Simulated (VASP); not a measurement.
Write the native input for VASP 6.6.1 that does the following.

```yaml
Task: relaxation of cell and atoms
Functional: PBE
Potentials_or_basis: VASP PAW PBE potentials, release 64 (Ca_sv, Ge_d, N)
Cutoff: 600 eV
k_mesh: 3 × 3 × 6
Occupations: gaussian, width 0.1 eV
Spin: no spin polarisation
Dipole_correction: no
Further_INCAR_settings: ALGO = Normal; EDIFF = 1e-07; IBRION = 2; EDIFFG = -0.04; NSW = 90; ISIF = 3
```

The structure of Ca2Ge3N lies in POSCAR:

```
Ca2Ge3N
1.0
    5.8324084200      0.0000000000      0.0000000000
   -2.9162042100      5.0510138500      0.0000000000
    0.0000000000      0.0000000000      3.6585106200
Ca Ge N
2 3 1
Direct
    0.3333333300      0.6666666700      0.0000000000
    0.6666666700      0.3333333300      0.0000000000
    0.5000000000      0.0000000000      0.5000000000
    0.5000000000      0.5000000000      0.5000000000
    0.0000000000      0.5000000000      0.5000000000
    0.0000000000      0.0000000000      0.0000000000
```

The cell was built from a structure type or drawn by symmetry, and may not be a known phase.

The input as run:

INCAR

```
SYSTEM = Ca2Ge3N
PREC = Accurate ; ENCUT = 600
EDIFF = 1E-7 ; ISMEAR = 0
SIGMA = 0.1 ; LREAL = .False.
LASPH = .True. ; NELM = 100
ALGO = Normal ; ISIF = 3
LWAVE = .False. ; LCHARG = .False.
GGA = PE ; IBRION = 2
NSW = 90 ; EDIFFG = -0.04
```

KPOINTS

```
regular mesh
0
Gamma
  3 3 6
  0 0 0
```

Potentials or basis: VASP PAW PBE potentials, release 64 (Ca_sv, Ge_d, N).

The run is started by

```bash
$ cat potpaw_PBE.64/Ca_sv/POTCAR potpaw_PBE.64/Ge_d/POTCAR potpaw_PBE.64/N/POTCAR > POTCAR
$ mpirun -np 1 vasp_std > vasp.out
```

It gave:

```yaml
Relaxed_volume: 21.38 Å³/atom
Relaxed_cell: a = 5.189 Å, b = 5.189 Å, c = 5.503 Å, α = 90.00°, β = 90.00°, γ = 120.00°
Space_group_after_relaxing_to_0.1_Å: P6/mmm (No. 191)
Energy_gained_by_relaxing: 1320.7 meV/atom
Ionic_steps: 10
Pressure_after_relaxing: 0.0 GPa
Band_gap_on_the_k_mesh: zero (an odd number of electrons rules out a gap without spin polarisation)
```

Caveat: the k points lie up to 0.47 Å⁻¹ apart in the final cell, too coarse for converged energies and pressures of a metal; the volume moved by over 15 % at a fixed basis, so the end points are rough.

It took 16 min on 1 thread of Intel(R) Xeon(R) Platinum 8488C (Sapphire Rapids), with other jobs on the host, peak memory 0.29 GiB.
